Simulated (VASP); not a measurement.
Set up this calculation in VASP 6.6.1, as the native input.

* Task: single point
* Functional: PBEsol
* Potentials or basis: VASP PAW PBE potentials, release 64 (Mo_sv)
* Cutoff: 520 eV
* k mesh: 22 × 22 × 22
* Occupations: gaussian, width 0.15 eV
* Spin: no spin polarisation
* Dipole correction: no
* Further INCAR settings: ALGO = Fast; EDIFF = 1e-06; NBANDS = 13

The structure of Mo lies in POSCAR:

```
Mo
1.0
   -1.4453200000      1.4453200000      1.5081600000
    1.4453200000     -1.4453200000      1.5081600000
    1.4453200000      1.4453200000     -1.5081600000
Mo
1
Direct
    0.0000000000      0.0000000000      0.0000000000
```

This cell differs from its parent crystal: strain -0.080 along x and y, -0.040 along z.

One way to write it, as run:

INCAR

```
SYSTEM = Mo
PREC = Accurate
ENCUT = 520
EDIFF = 1E-6
ISMEAR = 0
SIGMA = 0.15
LREAL = .False.
LASPH = .True.
NELM = 100
ALGO = Fast
ISIF = 2
LWAVE = .False.
LCHARG = .False.
GGA = PS
NBANDS = 13
```

KPOINTS

```
Automatic mesh
0
Gamma
  22 22 22
  0 0 0
```

Potentials or basis: VASP PAW PBE potentials, release 64 (Mo_sv).

The run is started by

```console
$ cat potpaw_PBE.64/Mo_sv/POTCAR > POTCAR
$ mpirun -np 1 vasp_std > vasp.out
```

Results of the run:

- Pressure: 83.3 GPa
- Band gap on the k mesh: zero (bands 7 and 8 overlap by 6.81 eV)

Caveat: the cell differs from its parent crystal (strain -0.080 along x and y, -0.040 along z); the cell stands under pressure; the PAW data sets were made with another functional, which shifts forces and pressure a little.

Run time: 62 s on 1 thread of AMD EPYC 9R45 96-Core Processor (Zen 5), on a shared host, peak memory 0.2 GiB.
